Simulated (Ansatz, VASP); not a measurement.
## One calculation of H, two programs

```
H
1.0
    10.00000    0.00000    0.00000
     0.00000   10.50000    0.00000
     0.00000    0.00000   11.00000
H
1
Direct
  0.50000 0.50000 0.50000
```

Alike in both runs: task single point; functional PBE; k mesh 1 × 1 × 1; occupations fermi-dirac, width 0.01 eV; collinear spin.

|  | VASP | Ansatz |
| --- | --- | --- |
| version | VASP 6.6.1 | Ansatz 0.2.0 |
| potentials or method | VASP PAW PBE potentials, release 64 (H) | plane waves, norm-conserving potentials |
| plane-wave cutoff (eV) | 520 | 980 |
| valence electrons in the cell | 1 | 1 |

```tsv
	VASP	Ansatz	Ansatz less VASP
gap on the k mesh at the Fermi level (eV)	7.34	7.33	-0.012
net moment per atom (μB)	1.00	1.00	0.000
size of the moment on the site where the two differ most (μB)	0.38	1.00	+0.620
```

Site moments also hang on the region over which each program counts them. Ansatz's warnings: nearly empty spin channel levels not settled, published levels not confirmed, stability check not made.

The k mesh is coarse, so the values compare programs but aren't converged.
